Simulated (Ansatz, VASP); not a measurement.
NbC: VASP beside Ansatz

```
Nb C
1.0
     0.00000    2.23779    2.23779
     2.23779    0.00000    2.23779
     2.23779    2.23779    0.00000
Nb C
1 1
Direct
  0.00000 0.00000 0.00000
  0.50000 0.50000 0.50000
```

Alike in both runs: task single point; functional PBEsol; dispersion D3(BJ); k mesh 10 × 10 × 10; occupations gaussian, width 0.05 eV; no spin polarisation.

```csv
,VASP,Ansatz
version,VASP 6.6.1,Ansatz 0.2.0
potentials or method,"VASP PAW PBE potentials, release 64 (Nb_sv, C), cutoff 600 eV","scalar-relativistic, plane waves, PAW"
valence electrons in the cell,17,17
```

|  | VASP | Ansatz | Ansatz less VASP |
| --- | --- | --- | --- |
| gap on the k mesh at the Fermi level (eV) | none | none | - |
| pressure (GPa) | -12.7 | -12.2 | +0.55 |

VASP's potentials were made for PBE, not for PBEsol. A gap of «none» marks a metal or a gap that the smearing closes.
